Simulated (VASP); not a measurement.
# CdS (P6_3/mmc) in VASP: single point with PBE

Aim: the single point of CdS with PBE.

Everything below comes from runs of VASP 6.6.1. Logs are shortened: lines on timing, memory, paths and dates and some standing lists are left out, and cuts for length are marked.

## (1) The cell of the first run

The structure is hexagonal, space group P6_3/mmc (No. 194). The conventional cell has a = 4.409 Å, b = 4.409 Å, c = 5.748 Å, α = 90.00°, β = 90.00°, γ = 120.00°. Cd (site symmetry -6m2) has 5 S at 2.55 to 2.87 Å within 3.4 Å. Within 3.4 Å of S (site symmetry -6m2) lie 5 Cd at 2.55 to 2.87 Å.

## (2) Single point, PBE

INCAR

```
SYSTEM = CdS
ALGO = Normal
EDIFF = 1E-6
ENCUT = 630
GGA = PE
GGA_COMPAT = .False.
ISIF = 2
ISMEAR = 0
LASPH = .True.
LCHARG = .False.
LREAL = .False.
LWAVE = .False.
NBANDS = 34
NELM = 120
PREC = Accurate
SIGMA = 0.2
```

KPOINTS

```
k-points
0
Gamma
  6 6 4
  0 0 0
```

POSCAR

```
CdS
1.0
    4.4085296290      0.0000000000      0.0000000000
   -2.2042648145      3.8178986521      0.0000000000
    0.0000000000      0.0000000000      5.7481182101
Cd S
2 2
Direct
    0.3333333333      0.6666666667      0.2500000000
    0.6666666667      0.3333333333      0.7500000000
    0.6666666667      0.3333333333      0.2500000000
    0.3333333333      0.6666666667      0.7500000000
```

Potentials or basis: VASP PAW PBE potentials, release 64 (Cd_sv_GW, S).

On the command line:

```bash
> cat potpaw_PBE.64/Cd_sv_GW/POTCAR potpaw_PBE.64/S/POTCAR > POTCAR
> mpirun -np 1 vasp_std > vasp.out
```

OUTCAR:

```text
SYSTEM = CdS
   EDIFF = 1E-6
   ENCUT = 630
   GGA = PE
   ISIF = 2
   ISMEAR = 0
   LASPH = .True.
   LREAL = .False.
   NELM = 120
   PREC = Accurate

 ion  position               nearest neighbor table
   1  0.333  0.667  0.250-   3 2.55   3 2.55   3 2.55
   2  0.667  0.333  0.750-   4 2.55   4 2.55   4 2.55
   3  0.667  0.333  0.250-   1 2.55   1 2.55   1 2.55
   4  0.333  0.667  0.750-   2 2.55   2 2.55   2 2.55

  LATTYP: Found a hexagonal cell.
 ALAT       =     4.4085296290
 C/A-ratio  =     1.3038628962

  Lattice vectors:

 A1 = (   4.4085296290,   0.0000000000,   0.0000000000)
 A2 = (  -2.2042648145,   3.8178986521,   0.0000000000)
 A3 = (   0.0000000000,   0.0000000000,   5.7481182101)

Analysis of symmetry for initial positions (statically):
=====================================================================
 Subroutine PRICEL returns:
 Original cell was already a primitive cell.

 Routine SETGRP: Setting up the symmetry group for a
 hexagonal supercell.

 Subroutine GETGRP returns: Found 24 space group operations
 (whereof 12 operations were pure point group operations)
 out of a pool of 24 trial point group operations.

The static configuration has the point symmetry D_3d.
 The point group associated with its full space group is D_6h.

Analysis of symmetry for dynamics (positions and initial velocities):
=====================================================================
 Subroutine PRICEL returns:
 Original cell was already a primitive cell.

 Routine SETGRP: Setting up the symmetry group for a
 hexagonal supercell.

 Subroutine GETGRP returns: Found 24 space group operations
 (whereof 12 operations were pure point group operations)
 out of a pool of 24 trial point group operations.

The dynamic configuration has the point symmetry D_3d.
 The point group associated with its full space group is D_6h.

 Subroutine INISYM returns: Found 24 space group operations
 (whereof 12 operations are pure point group operations),
 and found     1 'primitive' translations

----------------------------------------------------------------------------------------

                                     Primitive cell

  volume of cell :      96.7484

[... 82 lines left out ...]
   ISPIN  =      1    spin polarized calculation?
   LNONCOLLINEAR =      F non collinear calculations
   LSORBIT =      F    spin-orbit coupling
   LASPH  =      T    aspherical Exc in radial PAW
   ENCUT  =  630.0 eV  46.30 Ry    6.80 a.u.   9.02  9.02 11.76*2*pi/ulx,y,z
   NELM   =    120;   NELMIN=  2; NELMDL= -5     # of ELM steps
   EDIFF  = 0.1E-05   stopping-criterion for ELM
   LREAL  =      F    real-space projection
   EDIFFG = 0.1E-04   stopping-criterion for IOM
   NSW    =      0    number of steps for IOM
   IBRION =     -1    ionic relax: 0-MD 1-quasi-New 2-CG
   NFREE  =      0    steps in history (QN), initial steepest desc. (CG)
   ISIF   =      2    stress and relaxation
   ISYM   =      2    0-nonsym 1-usesym 2-fastsym
   POTIM  = 0.5000    time-step for ionic-motion
   TEBEG  =    0.0;   TEEND  =   0.0 temperature during run
   PSTRESS=    0.0 pullay stress
   NELECT =      52.0000    total number of electrons
   NUPDOWN=      -1.0000    fix difference up-down
   EMIN   =  10.00;   EMAX   =-10.00  energy-range for DOS
   EFERMI =   0.00;   METHOD = LEGACY
   ISMEAR =     0;   SIGMA  =   0.20  broadening in eV -4-tet -1-fermi 0-gaus
   EFERMI_NEDOS =   21; number of points for ismear=-14 and -15
   IALGO  =     38    algorithm
   IMIX   =      4    mixing-type and parameters
     AMIX     =   0.40;   BMIX     =  1.00
     AMIX_MAG =   1.60;   BMIX_MAG =  1.00
  volume/ion in A,a.u.               =      24.19       163.22
  Fermi-wavevector in a.u.,A,eV,Ry     =   1.331051  2.515321 24.105394  1.771696
  Thomas-Fermi vector in A             =   2.460091
   LORBIT       =      0    0 simple, 1 ext, 2 COOP (PROOUT), +10 PAW based schemes
   GGA     = PE    functional components
   LHFCALC =     F    Hartree Fock is set to
   AEXX    =    0.0000 exact exchange contribution
   IVDW    =     0    specifies the selected vdW correction
   LEPSILON=     F    determine dielectric tensor
   LRPA    =     F    only Hartree local field effects (RPA)
 non-spin polarized calculation
 Gauss-broadening in eV      SIGMA  =   0.20
  energy-cutoff  :      630.00
  volume of cell :       96.75
 maximum number of plane-waves:      3504
   NGX = 19   NGY = 19   NGZ = 23

 number of electron      51.9999958 magnetization

 Free energy of the ion-electron system (eV)
  ---------------------------------------------------
  ext. energy  EPLUGINS =         0.00000000
  ---------------------------------------------------
  free energy    TOTEN  =       -12.07658619 eV

  energy without entropy =      -12.07657977  energy(sigma->0) =      -12.07658298

 E-fermi :   3.6784     XC(G=0):  -9.4077

 val. band max:        3.1538096801   @ k =   0.3333   0.3333   0.5000
 cond. band min:       4.1538299156   @ k =   0.0000   0.0000   0.0000
 fundamental gap:      1.0000202356
 Fermi energy:         3.6783629026

 k-point     1 :       0.0000    0.0000    0.0000
  band No.  band energies     occupation
      1     -98.3172      2.00000
      2     -98.3172      2.00000
      3     -59.3836      2.00000
      4     -59.3836      2.00000
      5     -59.3831      2.00000
      6     -59.3831      2.00000
[... 766 lines left out ...]
     33      10.9592      0.00000
     34      10.9592      0.00000

------------------------ aborting loop because EDIFF is reached ----------------------------------------

  FORCE on cell =-STRESS in cart. coord.  units (eV):
  Direction    XX          YY          ZZ          XY          YZ          ZX
  --------------------------------------------------------------------------------------
  -------------------------------------------------------------------------------------
  Total        0.7723880      0.7723880      0.7900244      0.0000000     -0.0000000      0.0000000
  in kB       12.7909339     12.7909339     13.0829973      0.0000000     -0.0000000      0.0000000
  external PRESSURE =      12.8882884 kB  Pullay stress =       0.0000000 kB

 VOLUME and BASIS-vectors are now :
 -----------------------------------------------------------------------------
  energy-cutoff  :      630.00
  volume of cell :       96.75
      direct lattice vectors                 reciprocal lattice vectors
     4.408529629  0.000000000  0.000000000     0.226833000  0.130962093  0.000000000
    -2.204264815  3.817898652  0.000000000     0.000000000  0.261924187  0.000000000
     0.000000000  0.000000000  5.748118210     0.000000000  0.000000000  0.173969978

 POSITION                                       TOTAL-FORCE (eV/Angst)
 -----------------------------------------------------------------------------------
     -0.00000      2.54527      1.43703        -0.000000      0.000000     -0.000000
      2.20426      1.27263      4.31109        -0.000000     -0.000000      0.000000
      2.20426      1.27263      1.43703        -0.000000      0.000000      0.000000
     -0.00000      2.54527      4.31109         0.000000     -0.000000      0.000000
 -----------------------------------------------------------------------------------
    total drift:                               -0.000000      0.000000      0.000000

  FREE ENERGIE OF THE ION-ELECTRON SYSTEM (eV)
  ---------------------------------------------------
  free  energy   TOTEN  =       -12.0765861874 eV

  energy  without entropy=      -12.0765797721  energy(sigma->0) =      -12.07658298
```

OSZICAR:

```text
N       E                     dE             d eps       ncg     rms          rms(c)
DAV:   1     0.122516386023E+04    0.12252E+04   -0.32140E+04  1612   0.206E+03
DAV:   2     0.142392306997E+03   -0.10828E+04   -0.10026E+04  1428   0.819E+02
DAV:   3    -0.533823399867E+01   -0.14773E+03   -0.14473E+03  2312   0.335E+02
DAV:   4    -0.128665659544E+02   -0.75283E+01   -0.74942E+01  2104   0.107E+02
DAV:   5    -0.132604430390E+02   -0.39388E+00   -0.39349E+00  2238   0.230E+01    0.263E+01
DAV:   6    -0.121101817629E+02    0.11503E+01   -0.21144E+00  2438   0.235E+01    0.197E+01
DAV:   7    -0.121251889262E+02   -0.15007E-01   -0.12324E+00  2070   0.862E+00    0.438E+00
DAV:   8    -0.120754366277E+02    0.49752E-01   -0.19478E-01  2276   0.467E+00    0.798E-01
DAV:   9    -0.120762976977E+02   -0.86107E-03   -0.23589E-02  2046   0.214E+00    0.130E-01
DAV:  10    -0.120764526460E+02   -0.15495E-03   -0.50479E-04  2314   0.202E-01    0.675E-02
DAV:  11    -0.120765763365E+02   -0.12369E-03   -0.16079E-04  2010   0.146E-01    0.337E-02
DAV:  12    -0.120765799736E+02   -0.36371E-05   -0.14898E-05  2072   0.819E-02    0.767E-03
DAV:  13    -0.120765858376E+02   -0.58639E-05   -0.73621E-06  1324   0.200E-02    0.169E-03
DAV:  14    -0.120765861874E+02   -0.34980E-06   -0.34996E-07  1312   0.756E-03
   1 F= -.12076586E+02 E0= -.12076583E+02  d E =-.641523E-05
```

stdout:

```text
POSCAR found type information on POSCAR CdS
 POSCAR found :  2 types and       4 ions
 scaLAPACK will be used
 LDA part: xc-table for (Slater+PW92), standard interpolation
 POSCAR, INCAR and KPOINTS ok, starting setup
 FFT: planning ... GRIDC
 FFT: planning ... GRID_SOFT
 FFT: planning ... GRID
 WAVECAR not read
 entering main loop
```

It took 59 s on 1 thread of AMD EPYC 9R45 (Zen 5), shared host; peak memory 0.26 GiB.

Results:

```yaml
Free_energy: -12.0766 eV
Pressure: 1.3 GPa
Band_gap_on_the_k_mesh: 1.00 eV (least direct gap 1.27 eV)
```

A k mesh can miss the band edges.
